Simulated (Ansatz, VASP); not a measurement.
**H6PtC2 in VASP and in Ansatz**

INCAR

```
SYSTEM = H6PtC2
ALGO     = Normal         ! electronic algorithm
EDIFF    = 1E-6           ! SCF threshold, eV
ENCUT    = 600            ! plane-wave cutoff, eV
GGA      = PE             ! functional
GGA_COMPAT= .False.      
ISIF     = 2              ! what is computed and relaxed
ISMEAR   = 0              ! smearing method
LASPH    = .True.         ! aspherical terms in the spheres
LCHARG   = .False.        ! write CHGCAR
LREAL    = .False.        ! projectors in reciprocal space
LWAVE    = .False.        ! write WAVECAR
NBANDS   = 22             ! bands
NELM     = 120            ! most SCF steps
PREC     = Accurate       ! precision mode
SIGMA    = 0.1            ! smearing width, eV
```

Contents of KPOINTS:

```
k-points
0
Gamma
  4 4 4
  0 0 0
```

POSCAR

```
H6PtC2
1.0
    0.0000000000      3.4548328700      3.4548328700
    3.4548328700      0.0000000000      3.4548328700
    3.4548328700      3.4548328700      0.0000000000
H Pt C
6 1 2
Direct
    0.2505210000      0.2505210000      0.7494790000
    0.7494790000      0.2505210000      0.7494790000
    0.2505210000      0.7494790000      0.7494790000
    0.7494790000      0.7494790000      0.2505210000
    0.2505210000      0.7494790000      0.2505210000
    0.7494790000      0.2505210000      0.2505210000
    0.0000000000      0.0000000000      0.0000000000
    0.7500000000      0.7500000000      0.7500000000
    0.2500000000      0.2500000000      0.2500000000
```

Input for Ansatz:

```yaml
crystal:
  lattice:
    - [0.0, 3.45483287, 3.45483287]
    - [3.45483287, 0.0, 3.45483287]
    - [3.45483287, 3.45483287, 0.0]
  atoms:
    - { symbol: H, position: [0.250521, 0.250521, 0.749479] }
    - { symbol: H, position: [0.749479, 0.250521, 0.749479] }
    - { symbol: H, position: [0.250521, 0.749479, 0.749479] }
    - { symbol: H, position: [0.749479, 0.749479, 0.250521] }
    - { symbol: H, position: [0.250521, 0.749479, 0.250521] }
    - { symbol: H, position: [0.749479, 0.250521, 0.250521] }
    - { symbol: Pt, position: [0.0, 0.0, 0.0] }
    - { symbol: C, position: [0.75, 0.75, 0.75] }
    - { symbol: C, position: [0.25, 0.25, 0.25] }
basis:
  ecutwfc: 420
kpoints:
  mp_grid: { grid: [4, 4, 4] }
hamiltonian:
  xc: pbe
scf:
  occupations: { method: gaussian, width: 0.1 }
  lower_state_search: "off"
output:
  forces: true
  stress: true
  eigenvalues: true
```

Change from the starting cell: species swapped into the K2TeCl6 type (Fm-3m, No. 225).

Alike in both runs: task single point; functional PBE; k mesh 4 × 4 × 4; occupations gaussian, width 0.1 eV; no spin polarisation.

|  | VASP | Ansatz |
| --- | --- | --- |
| version | VASP 6.6.1 | Ansatz 0.2.0 |
| potentials or method | VASP PAW PBE potentials, release 64 (H, Pt, C), cutoff 600 eV | scalar-relativistic, plane waves, PAW |
| valence electrons in the cell | 24 | 32 |

Ansatz gave:

```
gap on the k mesh at the Fermi level (eV) : none
pressure (GPa)                            : -12.9
rms of the force components (eV/Å)        : 0.249
```

Q: Which values does VASP return?

A: gap on the k mesh at the Fermi level (eV): none; pressure (GPa): -13.0; rms of the force components (eV/Å): 0.248.

Atom by atom the forces differ by 0.001 eV/Å (rms over components). A gap of «none» marks a metal or a gap that the smearing closes. The functional is the same, so the differences come from potentials, cutoffs and numerics. VASP's potentials hold 24 valence electrons a cell and Ansatz's 32, so a difference there can come from the potentials and not from the codes.

The k mesh is coarse, so the values compare programs but aren't converged. Spin-orbit coupling is off throughout.
